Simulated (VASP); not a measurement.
# Mg16O17 (a cell with a defect) (O interstitial hop between voids) in VASP: a series of runs

Mg16O17 (a cell with a defect) (O interstitial hop between voids) is run at these levels: PBE; tasks: single point.

All numbers are computed with VASP 6.6.1; they aren't measurements. Logs are shortened: lines on timing, memory, paths and dates and some standing lists are left out, and cuts for length are marked.

**1. The cell of the first run**

The cell holds a defect, 33 atoms: a = 7.369 Å, b = 7.369 Å, c = 7.369 Å, α = 109.47°, β = 109.47°, γ = 109.47°.

**2. Single point, PBE**

File INCAR:

```
ALGO = Normal
EDIFF = 1E-6
ENCUT = 520
GGA = PE
GGA_COMPAT = False
ISIF = 2
ISMEAR = -1
LASPH = True
LCHARG = False
LREAL = Auto
LWAVE = False
NBANDS = 89
NELECT = 136.0
NELM = 120
PREC = Accurate
SIGMA = 0.01
```

File KPOINTS:

```
k-points
0
Gamma
  1 1 1
```

File POSCAR:

```
Mg16O17
1.0
   -4.2543812300      4.2543812300      4.2543812300
    4.2543812300     -4.2543812300      4.2543812300
    4.2543812300      4.2543812300     -4.2543812300
Mg O
16 17
Direct
   -0.0322790772     -0.0323763886     -0.0080909533
    0.0061758687      0.2470454440      0.7499593543
    0.0016494761      0.4996859438      0.4994291497
    0.0111971630      0.7607361271      0.2759610473
    0.2471253616      0.0060960686      0.7500074223
    0.2627324491      0.2625942386      0.4980837131
    0.2335166846      0.4868563460      0.2259046494
    0.2542999655      0.7519629359      0.0043613863
    0.4998599996      0.0015670904      0.4994519497
    0.4871972886      0.2333541463      0.2260419196
    0.5127135727      0.5125638447      0.0054567277
    0.4828496529      0.7653933261      0.7535952531
    0.7609295747      0.0109333173      0.2759512927
    0.7521165422      0.2541872582      0.0043395265
    0.7655236623      0.4829184055      0.7536857481
    0.7213174688      0.7212080522      0.5052945149
    0.0171235242      0.0169944808      0.5211237264
   -0.0116382377      0.2486197035      0.2471758978
    0.0051189583      0.5043910933      0.0034773564
    0.0401778756      0.7517741893      0.7525827675
    0.2488049243     -0.0117911389      0.2471816565
    0.2448993035      0.2447951755     -0.0227523099
    0.2551205314      0.5038485937      0.7514895415
    0.2524375325      0.7531072856      0.4998715172
    0.5045195491      0.0049374983      0.0034534987
    0.5039712908      0.2550145230      0.7515137519
    0.4287402565      0.4285301202      0.3981406246
    0.4932806645      0.7531078732      0.2557347217
    0.7519361400      0.0401830468      0.7525679592
    0.7532472589      0.2523010849      0.4998440161
    0.7532714693      0.4931096643      0.2557576393
    0.7771854052      0.7769244977      0.0959667171
    0.6955382793      0.6956118505      0.7469560973
```

Potentials or basis: VASP PAW PBE potentials, release 64 (Mg, O).

Run with:

```bash
> cat potpaw_PBE.64/Mg/POTCAR potpaw_PBE.64/O/POTCAR > POTCAR
> mpirun -np 1 vasp_gam > vasp.out
```

OUTCAR:

```text
EDIFF = 1E-6
   ENCUT = 520
   GGA = PE
   ISIF = 2
   ISMEAR = -1
   LASPH = True
   LREAL = Auto
   NELECT = 136.0
   NELM = 120
   PREC = Accurate

 ion  position               nearest neighbor table
   1  0.968  0.968  0.992-  33 1.95  32 2.16  18 2.20  21 2.20  20 2.29  29 2.29  22 2.42  16 2.93
                            15 2.93  12 2.93  13 2.97   4 2.97  14 3.03   8 3.03   6 3.07   7 3.13
   2  0.006  0.247  0.750-  29 1.99  22 1.99  17 2.00  23 2.15  30 2.16  19 2.18  13 2.85   7 2.86
                            15 2.87   5 2.90   3 3.03   8 3.04   9 3.05  11 3.05  14 3.06   6 3.06
   3  0.002  0.500  0.499-  20 2.00  31 2.07  18 2.09  30 2.11  23 2.13  24 2.14  12 2.90   4 2.92
                            13 2.94  15 2.96  14 2.98   6 3.00   2 3.03  16 3.03   8 3.04   7 3.04
   4  0.011  0.761  0.276-  32 1.86  24 2.01  21 2.11  17 2.11  31 2.15  19 2.23   5 2.85   3 2.92
                             9 2.94   1 2.97   7 3.00  11 3.00  13 3.01   6 3.03  14 3.05   8 3.10
   5  0.247  0.006  0.750-  22 1.99  20 1.99  17 2.00  26 2.15  24 2.16  25 2.18   4 2.85  10 2.87
                            12 2.87   2 2.90   9 3.03  14 3.04   3 3.05  11 3.05   8 3.06   6 3.06
   6  0.263  0.263  0.498-  27 1.93  26 2.14  23 2.14  18 2.18  21 2.18  17 2.19   7 2.99  10 2.99
                             9 3.00   3 3.00  13 3.03   4 3.03  15 3.03  12 3.03  11 3.05   5 3.06
   7  0.234  0.487  0.226-  27 1.85  19 2.00  28 2.12  22 2.14  18 2.15  24 2.22   2 2.86  14 2.90
                             8 2.93  16 2.95   6 2.99   4 3.00  11 3.01   3 3.04  10 3.05   9 3.10
   8  0.254  0.752  0.004-  20 1.99  21 2.06  28 2.08  19 2.11  23 2.14  25 2.14  12 2.89  10 2.90
                             7 2.93  15 2.95   9 2.98  11 3.00   1 3.03   3 3.04   2 3.04  13 3.05
   9  0.500  0.002  0.499-  29 2.00  28 2.07  21 2.09  24 2.11  26 2.13  30 2.14  15 2.90  13 2.92
                             4 2.94  12 2.96   8 2.98   6 3.00   5 3.03  16 3.03  14 3.04  10 3.04
  10  0.487  0.233  0.226-  27 1.85  25 2.00  31 2.12  22 2.14  21 2.15  30 2.22   5 2.87   8 2.90
                            14 2.93  16 2.95   6 2.99  13 3.00  11 3.01   9 3.04   7 3.05   3 3.10
  11  0.513  0.513  0.005-  32 1.94  26 2.14  23 2.14  22 2.17  28 2.17  31 2.18  14 3.00   8 3.00
                            13 3.00   4 3.00   7 3.01  10 3.01  16 3.03  15 3.04  12 3.04   5 3.05
  12  0.483  0.765  0.754-  33 1.82  25 2.00  24 2.01  23 2.08  29 2.32  32 2.68  27 2.74   5 2.87
                             8 2.89   3 2.90   1 2.93  16 2.94  14 2.95   9 2.96   6 3.03  11 3.04
  13  0.761  0.011  0.276-  32 1.86  30 2.02  17 2.11  18 2.11  28 2.15  25 2.23   2 2.85   9 2.92
                             3 2.94   1 2.97  10 3.00  11 3.00   4 3.01   6 3.03   8 3.05  14 3.10
  14  0.752  0.254  0.004-  29 1.99  18 2.06  31 2.08  25 2.11  26 2.14  19 2.14  15 2.89   7 2.90
                            10 2.93  12 2.95   3 2.98  11 3.00   1 3.03   9 3.04   5 3.04   4 3.05
  15  0.766  0.483  0.754-  33 1.82  19 2.00  30 2.02  26 2.08  20 2.32  32 2.67  27 2.74   2 2.87
                            14 2.89   9 2.90   1 2.93  16 2.94   8 2.95   3 2.96   6 3.03  11 3.04
  16  0.721  0.721  0.505-  33 1.92  27 2.13  28 2.18  31 2.18  20 2.33  29 2.33  17 2.45   1 2.93
                            15 2.94  12 2.94   7 2.95  10 2.95  11 3.03   9 3.03   3 3.03  13 3.13
  17  0.017  0.017  0.521-   5 2.00   2 2.00  13 2.11   4 2.11   6 2.19  16 2.45
  18  0.988  0.249  0.247-  14 2.06   3 2.09  13 2.11   7 2.15   6 2.18   1 2.20
  19  0.005  0.504  0.003-   7 2.00  15 2.00   8 2.11  14 2.14   2 2.18   4 2.23
  20  0.040  0.752  0.753-   5 1.99   8 1.99   3 2.00   1 2.29  15 2.32  16 2.33
  21  0.249  0.988  0.247-   8 2.06   9 2.09   4 2.11  10 2.15   6 2.18   1 2.20
  22  0.245  0.245  0.977-   5 1.99   2 1.99   7 2.14  10 2.14  11 2.17   1 2.42
[... 8 lines left out ...]
  31  0.753  0.493  0.256-   3 2.07  14 2.08  10 2.12   4 2.15  11 2.18  16 2.18
  32  0.777  0.777  0.096-   4 1.86  13 1.86  11 1.94   1 2.16  15 2.67  12 2.68
  33  0.696  0.696  0.747-  12 1.82  15 1.82  16 1.92   1 1.95

  LATTYP: Found a body centered cubic cell.
 ALAT       =     8.5087624600

  Lattice vectors:

 A1 = (  -4.2543812300,   4.2543812300,   4.2543812300)
 A2 = (   4.2543812300,  -4.2543812300,   4.2543812300)
 A3 = (   4.2543812300,   4.2543812300,  -4.2543812300)

Analysis of symmetry for initial positions (statically):
=====================================================================
 Subroutine PRICEL returns:
 Original cell was already a primitive cell.

 Routine SETGRP: Setting up the symmetry group for a
 body centered cubic supercell.

 Subroutine GETGRP returns: Found  1 space group operations
 (whereof  1 operations were pure point group operations)
 out of a pool of 48 trial point group operations.

The static configuration has the point symmetry C_1 .

Analysis of symmetry for dynamics (positions and initial velocities):
=====================================================================
 Subroutine PRICEL returns:
 Original cell was already a primitive cell.

 Routine SETGRP: Setting up the symmetry group for a
 body centered cubic supercell.

 Subroutine GETGRP returns: Found  1 space group operations
 (whereof  1 operations were pure point group operations)
 out of a pool of 48 trial point group operations.

The dynamic configuration has the point symmetry C_1 .

 Subroutine INISYM returns: Found  1 space group operations
 (whereof  1 operations are pure point group operations),
 and found     1 'primitive' translations

----------------------------------------------------------------------------------------

                                     Primitive cell

  volume of cell :     308.0131

  direct lattice vectors                    reciprocal lattice vectors
    -4.254381230  4.254381230  4.254381230     0.000000000  0.117525904  0.117525904
     4.254381230 -4.254381230  4.254381230     0.117525904  0.000000000  0.117525904
     4.254381230  4.254381230 -4.254381230     0.117525904  0.117525904  0.000000000

  length of vectors
     7.368804445  7.368804445  7.368804445     0.166206727  0.166206727  0.166206727

  position of ions in fractional coordinates (direct lattice)
     0.967720923  0.967623611  0.991909047
     0.006175869  0.247045444  0.749959354
     0.001649476  0.499685944  0.499429150
     0.011197163  0.760736127  0.275961047
     0.247125362  0.006096069  0.750007422
     0.262732449  0.262594239  0.498083713
[... 25 lines left out ...]
     0.777185405  0.776924498  0.095966717
     0.695538279  0.695611851  0.746956097

  ion indices of the primitive-cell ions
   primitive index   ion index
                 1           1
                 2           2
                 3           3
                 4           4
                 5           5
                 6           6
[... 25 lines left out ...]
                32          32
                33          33

----------------------------------------------------------------------------------------

 KPOINTS: k-points

Automatic generation of k-mesh.
 Grid dimensions read from file:
 generate k-points for:    1    1    1

 Generating k-lattice:

  Cartesian coordinates                     Fractional coordinates (reciprocal lattice)
     0.000000000  0.117525904  0.117525904     1.000000000  0.000000000  0.000000000
     0.117525904  0.000000000  0.117525904     0.000000000  1.000000000  0.000000000
     0.117525904  0.117525904  0.000000000     0.000000000  0.000000000  1.000000000

  Length of vectors
     0.166206727  0.166206727  0.166206727

  Shift w.r.t. Gamma in fractional coordinates (k-lattice)
     0.000000000  0.000000000  0.000000000

 Subroutine IBZKPT returns following result:
 ===========================================

 Found      1 irreducible k-points:

 Following reciprocal coordinates:
            Coordinates               Weight
  0.000000  0.000000  0.000000      1.000000
   k-points           NKPTS =      1   k-points in BZ     NKDIM =      1   number of bands    NBANDS=     89
   number of dos      NEDOS =    301   number of ions     NIONS =     33
   total plane-waves  NPLWV = 175616
   dimension x,y,z NGX =    56 NGY =   56 NGZ =   56
   dimension x,y,z NGXF=   112 NGYF=  112 NGZF=  112
   ions per type =              16  17
   NGX,Y,Z   is equivalent  to a cutoff of  12.63, 12.63, 12.63 a.u.
   NGXF,Y,Z  is equivalent  to a cutoff of  25.27, 25.27, 25.27 a.u.
 SYSTEM =  unknown system
   PREC   = accura    normal or accurate (medium, high low for compatibility)
   ISTART =      0    job   : 0-new  1-cont  2-samecut
   ICHARG =      2    charge: 1-file 2-atom 10-const
   ISPIN  =      1    spin polarized calculation?
   LNONCOLLINEAR =      F non collinear calculations
   LSORBIT =      F    spin-orbit coupling
   LASPH  =      T    aspherical Exc in radial PAW
   ENCUT  =  520.0 eV  38.22 Ry    6.18 a.u.  13.70 13.70 13.70*2*pi/ulx,y,z
   NELM   =    120;   NELMIN=  2; NELMDL= -5     # of ELM steps
   EDIFF  = 0.1E-05   stopping-criterion for ELM
   LREAL  =      T    real-space projection
   EDIFFG = 0.1E-04   stopping-criterion for IOM
   NSW    =      0    number of steps for IOM
   IBRION =     -1    ionic relax: 0-MD 1-quasi-New 2-CG
   NFREE  =      0    steps in history (QN), initial steepest desc. (CG)
   ISIF   =      2    stress and relaxation
   ISYM   =      2    0-nonsym 1-usesym 2-fastsym
   POTIM  = 0.5000    time-step for ionic-motion
   TEBEG  =    0.0;   TEEND  =   0.0 temperature during run
   PSTRESS=    0.0 pullay stress
   NELECT =     136.0000    total number of electrons
   NUPDOWN=      -1.0000    fix difference up-down
   EMIN   =  10.00;   EMAX   =-10.00  energy-range for DOS
   EFERMI =   0.00;   METHOD = LEGACY
   ISMEAR =    -1;   SIGMA  =   0.01  broadening in eV -4-tet -1-fermi 0-gaus
   EFERMI_NEDOS =   21; number of points for ismear=-14 and -15
   IALGO  =     38    algorithm
   IMIX   =      4    mixing-type and parameters
     AMIX     =   0.40;   BMIX     =  1.00
     AMIX_MAG =   1.60;   BMIX_MAG =  1.00
  volume/ion in A,a.u.               =       9.33        62.99
  Fermi-wavevector in a.u.,A,eV,Ry     =   1.246612  2.355756 21.144027  1.554042
  Thomas-Fermi vector in A             =   2.380782
   LORBIT       =      0    0 simple, 1 ext, 2 COOP (PROOUT), +10 PAW based schemes
   GGA     = PE    functional components
   LHFCALC =     F    Hartree Fock is set to
   AEXX    =    0.0000 exact exchange contribution
   IVDW    =     0    specifies the selected vdW correction
   LEPSILON=     F    determine dielectric tensor
   LRPA    =     F    only Hartree local field effects (RPA)
 non-spin polarized calculation
  energy-cutoff  :      520.00
  volume of cell :      308.01
 maximum number of plane-waves:      4196
 NGX is ok and might be reduce to    54
   NGX = 27   NGY = 27   NGZ = 27

 number of electron     136.0000001 magnetization

 Free energy of the ion-electron system (eV)
  ---------------------------------------------------
  ext. energy  EPLUGINS =         0.00000000
  ---------------------------------------------------
  free energy    TOTEN  =      -179.72710911 eV

  energy without entropy =     -179.72710911  energy(sigma->0) =     -179.72710911

 E-fermi :   6.1169     XC(G=0): -11.1268

 val. band max:        5.8743392613   @ k =   0.0000   0.0000   0.0000
 cond. band min:       7.6909985044   @ k =   0.0000   0.0000   0.0000
 fundamental gap:      1.8166592431
 Fermi energy:         6.1168912570

 k-point     1 :       0.0000    0.0000    0.0000
  band No.  band energies     occupation
      1     -14.2656      2.00000
      2     -13.4362      2.00000
      3     -13.4054      2.00000
      4     -13.2808      2.00000
      5     -13.1936      2.00000
      6     -13.1484      2.00000
[... 72 lines left out ...]
     79      12.2301      0.00000
     80      12.4680      0.00000
 [bands above 80 left out]

------------------------ aborting loop because EDIFF is reached ----------------------------------------

  FORCE on cell =-STRESS in cart. coord.  units (eV):
  Direction    XX          YY          ZZ          XY          YZ          ZX
  --------------------------------------------------------------------------------------
  -------------------------------------------------------------------------------------
  Total       42.7495025     42.7701215     28.5134456      4.2624996     -0.1488913     -0.1405698
  in kB      222.3680791    222.4753320    148.3170505     22.1720439     -0.7744808     -0.7311955
  external PRESSURE =     197.7201539 kB  Pullay stress =       0.0000000 kB

 VOLUME and BASIS-vectors are now :
 -----------------------------------------------------------------------------
  energy-cutoff  :      520.00
  volume of cell :      308.01
      direct lattice vectors                 reciprocal lattice vectors
    -4.254381230  4.254381230  4.254381230     0.000000000  0.117525904  0.117525904
     4.254381230 -4.254381230  4.254381230     0.117525904  0.000000000  0.117525904
     4.254381230  4.254381230 -4.254381230     0.117525904  0.117525904  0.000000000

 POSITION                                       TOTAL-FORCE (eV/Angst)
 -----------------------------------------------------------------------------------
      4.21955      4.22037      4.01373        -0.034176     -0.033641     -0.031352
      4.21536      2.16586     -2.11331         0.025824     -0.009765      0.002956
      4.24360      0.00593      0.00811        -0.002162      0.016245     -0.002360
      4.36287     -2.01478      2.11006        -0.073824     -0.033780     -0.033499
      2.16539      4.21625     -2.11352        -0.012821      0.027104      0.001954
      2.11845      2.11963      0.11590        -0.088928     -0.088741     -0.317876
[... 25 lines left out ...]
      0.40717      0.40939      6.20350        -0.040779     -0.039706     -0.249904
      3.17815      3.17752      2.74065         0.057370      0.075328      0.783460
 -----------------------------------------------------------------------------------
    total drift:                                0.001721      0.000684      0.009922

  FREE ENERGIE OF THE ION-ELECTRON SYSTEM (eV)
  ---------------------------------------------------
  free  energy   TOTEN  =      -179.7271091094 eV

  energy  without entropy=     -179.7271091094  energy(sigma->0) =     -179.72710911
```

Wall time 56 s (1 thread of Intel Xeon 6975P-C (Granite Rapids), shared host); peak memory 0.39 GiB.

What came out:

```
Free energy   : -179.7271 eV
Largest force : 0.789 eV/Å
```

Forces in eV/Å, atoms in the order of the input:
```
Mg  -0.034 -0.034 -0.031
Mg   0.026 -0.010  0.003
Mg  -0.002  0.016 -0.002
Mg  -0.074 -0.034 -0.033
Mg  -0.013  0.027  0.002
Mg  -0.089 -0.089 -0.318
Mg   0.038  0.063 -0.037
Mg  -0.023 -0.001 -0.003
Mg   0.015 -0.002 -0.004
Mg   0.064  0.033 -0.038
Mg   0.046  0.046 -0.202
Mg  -0.097  0.052 -0.035
Mg  -0.032 -0.076 -0.032
Mg   0.000 -0.023 -0.004
Mg   0.056 -0.104 -0.032
Mg  -0.043 -0.043  0.088
O   -0.012 -0.013  0.070
O   -0.018 -0.025 -0.062
O    0.025  0.002  0.018
O   -0.148  0.140  0.183
O   -0.023 -0.017 -0.063
O    0.043  0.045  0.061
O   -0.084  0.069  0.048
O   -0.019 -0.008  0.017
O    0.005  0.025  0.018
O    0.070 -0.086  0.050
O    0.141  0.144 -0.246
O    0.017  0.017 -0.073
O    0.139 -0.148  0.182
O   -0.006 -0.019  0.017
O    0.017  0.016 -0.072
O   -0.041 -0.040 -0.250
O    0.057  0.075  0.783
```

Caveat: the k points lie up to 1.04 Å⁻¹ apart; the cell carries a net charge on a neutralising background, which shifts energy and pressure; the cell is charged against a uniform background, so pressure and absolute levels hang on convention.

(Continued in part 2 of 2.)
